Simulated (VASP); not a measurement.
# LiNbF2 (P6_3/mmc) in VASP: single point with LDA

Aim: the single point of LiNbF2 with LDA.

Everything below comes from runs of VASP 6.6.1. Logs are shortened: lines on timing, memory, paths and dates and some standing lists are left out, and cuts for length are marked.

### 1 The cell of the first run

It takes space group P6_3/mmc (No. 194, hexagonal). The conventional cell has a = 3.048 Å, b = 3.048 Å, c = 10.913 Å, α = 90.00°, β = 90.00°, γ = 120.00°. Within 2.6 Å of Li (site symmetry -3m) lie 6 F at 2.00 Å. Within 3.3 Å of Nb (site symmetry -6m2) lie 6 F at 2.50 Å and 6 Nb at 3.05 Å and 6 Li at 3.25 Å. F (site symmetry 3m) has 3 Li at 2.00 Å and 3 Nb at 2.50 Å and 3 F at 2.58 Å within 2.6 Å.

### 2 Single point, LDA

The input, INCAR:

```
PREC = Accurate ; ENCUT = 520
EDIFF = 1E-7 ; ISMEAR = -1
SIGMA = 0.1 ; LREAL = F
LASPH = T ; NELM = 100
ALGO = Normal ; ISIF = 2
LWAVE = F ; LCHARG = F
GGA = CA ; NBANDS = 40
```

The input, KPOINTS:

```
regular mesh
0
Gamma
  11 11 3
```

The input, POSCAR:

```
LiNbF2
1.0
    1.5238595920      2.6394022369      0.0000000000
   -1.5238595920      2.6394022369      0.0000000000
    0.0000000000      0.0000000000     10.9127321300
Li Nb F
2 2 4
Direct
    0.0000000000      0.0000000000      0.0000000000
    0.0000000000      0.0000000000      0.5000000000
    0.3333333333      0.3333333333      0.7500000000
    0.6666666667      0.6666666667      0.2500000000
    0.3333333333      0.3333333333      0.0866287580
    0.6666666667      0.6666666667      0.5866287580
    0.3333333333      0.3333333333      0.4133712420
    0.6666666667      0.6666666667      0.9133712420
```

Potentials or basis: VASP PAW LDA potentials, release 64 (Li_sv, Nb_sv, F).

Started as:

```sh
$ cat potpaw_LDA.64/Li_sv/POTCAR potpaw_LDA.64/Nb_sv/POTCAR potpaw_LDA.64/F/POTCAR > POTCAR
$ mpirun -np 1 vasp_std > vasp.out
```

OUTCAR:

```text
PREC = Accurate
   ENCUT = 520
   EDIFF = 1E-7
   ISMEAR = -1
   LREAL = F
   LASPH = T
   NELM = 100
   ISIF = 2
   GGA = CA

 ion  position               nearest neighbor table
   1  0.000  0.000  0.000-   5 2.00   8 2.00   8 2.00   8 2.00   5 2.00   5 2.00
   2  0.000  0.000  0.500-   6 2.00   7 2.00   6 2.00   6 2.00   7 2.00   7 2.00
   3  0.333  0.333  0.750-
   4  0.667  0.667  0.250-
   5  0.333  0.333  0.087-   1 2.00   1 2.00   1 2.00
   6  0.667  0.667  0.587-   2 2.00   2 2.00   2 2.00
   7  0.333  0.333  0.413-   2 2.00   2 2.00   2 2.00
   8  0.667  0.667  0.913-   1 2.00   1 2.00   1 2.00

  LATTYP: Found a hexagonal cell.
 ALAT       =     3.0477191840
 C/A-ratio  =     3.5806225808

  Lattice vectors:

 A1 = (   1.5238595920,  -2.6394022369,   0.0000000000)
 A2 = (   1.5238595920,   2.6394022369,   0.0000000000)
 A3 = (   0.0000000000,   0.0000000000,  10.9127321300)

Analysis of symmetry for initial positions (statically):
=====================================================================
 Subroutine PRICEL returns:
 Original cell was already a primitive cell.

 Routine SETGRP: Setting up the symmetry group for a
 hexagonal supercell.

 Subroutine GETGRP returns: Found 24 space group operations
 (whereof 12 operations were pure point group operations)
 out of a pool of 24 trial point group operations.

The static configuration has the point symmetry D_3d.
 The point group associated with its full space group is D_6h.

Analysis of symmetry for dynamics (positions and initial velocities):
=====================================================================
 Subroutine PRICEL returns:
 Original cell was already a primitive cell.

 Routine SETGRP: Setting up the symmetry group for a
 hexagonal supercell.

 Subroutine GETGRP returns: Found 24 space group operations
 (whereof 12 operations were pure point group operations)
 out of a pool of 24 trial point group operations.

The dynamic configuration has the point symmetry D_3d.
 The point group associated with its full space group is D_6h.

[... 101 lines left out ...]
   PREC   = accura    normal or accurate (medium, high low for compatibility)
   ISTART =      0    job   : 0-new  1-cont  2-samecut
   ICHARG =      2    charge: 1-file 2-atom 10-const
   ISPIN  =      1    spin polarized calculation?
   LNONCOLLINEAR =      F non collinear calculations
   LSORBIT =      F    spin-orbit coupling
   LASPH  =      T    aspherical Exc in radial PAW
   ENCUT  =  520.0 eV  38.22 Ry    6.18 a.u.   5.67  5.67 20.29*2*pi/ulx,y,z
   NELM   =    100;   NELMIN=  2; NELMDL= -5     # of ELM steps
   EDIFF  = 0.1E-06   stopping-criterion for ELM
   LREAL  =      F    real-space projection
   EDIFFG = 0.1E-05   stopping-criterion for IOM
   NSW    =      0    number of steps for IOM
   IBRION =     -1    ionic relax: 0-MD 1-quasi-New 2-CG
   NFREE  =      0    steps in history (QN), initial steepest desc. (CG)
   ISIF   =      2    stress and relaxation
   ISYM   =      2    0-nonsym 1-usesym 2-fastsym
   POTIM  = 0.5000    time-step for ionic-motion
   TEBEG  =    0.0;   TEEND  =   0.0 temperature during run
   PSTRESS=    0.0 pullay stress
   NELECT =      60.0000    total number of electrons
   NUPDOWN=      -1.0000    fix difference up-down
   EMIN   =  10.00;   EMAX   =-10.00  energy-range for DOS
   EFERMI =   0.00;   METHOD = LEGACY
   ISMEAR =    -1;   SIGMA  =   0.10  broadening in eV -4-tet -1-fermi 0-gaus
   EFERMI_NEDOS =   21; number of points for ismear=-14 and -15
   IALGO  =     38    algorithm
   IMIX   =      4    mixing-type and parameters
     AMIX     =   0.40;   BMIX     =  1.00
     AMIX_MAG =   1.60;   BMIX_MAG =  1.00
  volume/ion in A,a.u.               =      10.97        74.05
  Fermi-wavevector in a.u.,A,eV,Ry     =   1.442073  2.725123 28.294329  2.079574
  Thomas-Fermi vector in A             =   2.560634
   LORBIT       =      0    0 simple, 1 ext, 2 COOP (PROOUT), +10 PAW based schemes
   GGA     = CA    functional components
   LHFCALC =     F    Hartree Fock is set to
   AEXX    =    0.0000 exact exchange contribution
   IVDW    =     0    specifies the selected vdW correction
   LEPSILON=     F    determine dielectric tensor
   LRPA    =     F    only Hartree local field effects (RPA)
 non-spin polarized calculation
  energy-cutoff  :      520.00
  volume of cell :       87.78
 maximum number of plane-waves:      2386
   NGX = 11   NGY = 11   NGZ = 41

 number of electron      59.9999971 magnetization

 Free energy of the ion-electron system (eV)
  ---------------------------------------------------
  ext. energy  EPLUGINS =         0.00000000
  ---------------------------------------------------
  free energy    TOTEN  =       -49.55846440 eV

  energy without entropy =      -49.30497571  energy(sigma->0) =      -49.43172006

 E-fermi :   7.8587     XC(G=0): -11.6155

 val. band max:        7.8548952543   @ k =  -0.4545   0.2727   0.3333
 cond. band min:       7.8611602394   @ k =  -0.3636   0.2727   0.3333
 fundamental gap:      0.0062649851
 Fermi energy:         7.8586588470

 k-point     1 :       0.0000    0.0000    0.0000
  band No.  band energies     occupation
      1     -47.6183      2.00000
      2     -47.6183      2.00000
      3     -37.8900      2.00000
      4     -37.8898      2.00000
      5     -24.2299      2.00000
      6     -24.2246      2.00000
[... 1021 lines left out ...]
     39      13.0829      0.00000
     40      13.2995      0.00000

 [... further k-points ...]
[... 5 lines left out ...]
  --------------------------------------------------------------------------------------
  -------------------------------------------------------------------------------------
  Total      -11.2635724    -11.2635724      4.8225466      0.0000000     -0.0000000      0.0000000
  in kB     -205.5761424   -205.5761424     88.0183032      0.0000000     -0.0000000      0.0000000
  external PRESSURE =    -107.7113272 kB  Pullay stress =       0.0000000 kB

 VOLUME and BASIS-vectors are now :
 -----------------------------------------------------------------------------
  energy-cutoff  :      520.00
  volume of cell :       87.78
      direct lattice vectors                 reciprocal lattice vectors
     1.523859592  2.639402237  0.000000000     0.328114219  0.189436833  0.000000000
    -1.523859592  2.639402237  0.000000000    -0.328114219  0.189436833  0.000000000
     0.000000000  0.000000000 10.912732130     0.000000000  0.000000000  0.091636081

 POSITION                                       TOTAL-FORCE (eV/Angst)
 -----------------------------------------------------------------------------------
      0.00000      0.00000      0.00000        -0.000000      0.000000      0.000000
      0.00000      0.00000      5.45637        -0.000000      0.000000      0.000000
      0.00000      1.75960      8.18455        -0.000000     -0.000000      0.000000
      0.00000      3.51920      2.72818         0.000000      0.000000      0.000000
      0.00000      1.75960      0.94536         0.000000      0.000000     -0.016714
      0.00000      3.51920      6.40172        -0.000000     -0.000000     -0.016714
      0.00000      1.75960      4.51101         0.000000      0.000000      0.016714
      0.00000      3.51920      9.96738         0.000000     -0.000000      0.016714
 -----------------------------------------------------------------------------------
    total drift:                                0.000000      0.000000      0.000000

  FREE ENERGIE OF THE ION-ELECTRON SYSTEM (eV)
  ---------------------------------------------------
  free  energy   TOTEN  =       -49.5584644029 eV

  energy  without entropy=      -49.3049757134  energy(sigma->0) =      -49.43172006
```

Run time: 100 s. Hardware: 1 thread of Intel Xeon Platinum 8259CL at 2.50GHz (Skylake/Cascade Lake), shared host; peak memory 0.23 GiB.

Results:

| Property | Result |
| --- | --- |
| Free energy | -49.5585 eV |
| Largest force | 0.017 eV/Å |
| Band gap on the k mesh | zero (bands 30 and 31 overlap by 0.22 eV) |

Forces on the atoms (eV/Å):
```
Li   0.000  0.000  0.000
Li   0.000  0.000  0.000
Nb   0.000  0.000  0.000
Nb   0.000  0.000  0.000
F    0.000  0.000 -0.017
F    0.000  0.000 -0.017
F    0.000  0.000  0.017
F    0.000  0.000  0.017
```

Caveat: the cutoff is under 1.25 times the usual one of these potentials, so pressure, stress and relaxed cells hold a basis-set (Pulay) error.
